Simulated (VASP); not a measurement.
Set up this calculation in VASP 6.6.1, as the native input.

- Task: single point
- Functional: PBE
- Potentials or basis: VASP PAW PBE potentials, release 64 (Sn_d, Se)
- Cutoff: 520 eV
- k mesh: 12 × 12 × 14
- Occupations: gaussian, width 0.1 eV
- Spin: no spin polarisation
- Dipole correction: no
- Further INCAR settings: ALGO = Normal; EDIFF = 1e-06; NBANDS = 24

The structure of Sn2Se lies in POSCAR:

```
Sn2Se
1.0
    5.6055090800      0.0000000000      0.0000000000
   -2.8027545400      4.8545132644      0.0000000000
    0.0000000000      0.0000000000      2.9580901195
Sn Se
2 1
Direct
    0.3333333333      0.6666666667      0.0000000000
    0.6666666667      0.3333333333      0.0000000000
    0.0000000000      0.0000000000      0.0000000000
```

The cell was built from a structure type or drawn by symmetry, and may not be a known phase.

One way to write it, as run:

INCAR

```
ALGO = Normal
EDIFF = 1E-6
ENCUT = 520
GGA = PE
ISIF = 2
ISMEAR = 0
LASPH = T
LCHARG = T
LELF = T
LREAL = F
LVHAR = T
LWAVE = F
NBANDS = 24
NELM = 100
PREC = Accurate
SIGMA = 0.1
```

KPOINTS

```
k-points
0
Gamma
  12 12 14
```

Potentials or basis: VASP PAW PBE potentials, release 64 (Sn_d, Se).

Launch:

```sh
$ cat potpaw_PBE.64/Sn_d/POTCAR potpaw_PBE.64/Se/POTCAR > POTCAR
$ mpirun -np 1 vasp_std > vasp.out
```

Results of the run:

| Item | Value |
| --- | --- |
| Pressure | 0.0 GPa |
| Band gap on the k mesh | zero (bands 17 and 18 overlap by 3.72 eV) |

Caveat: spin-orbit coupling is left out, which moves the levels of the heavy elements.

It took 3.5 min on 1 thread of Intel Xeon 8259CL (shared host), peak memory 0.39 GiB.
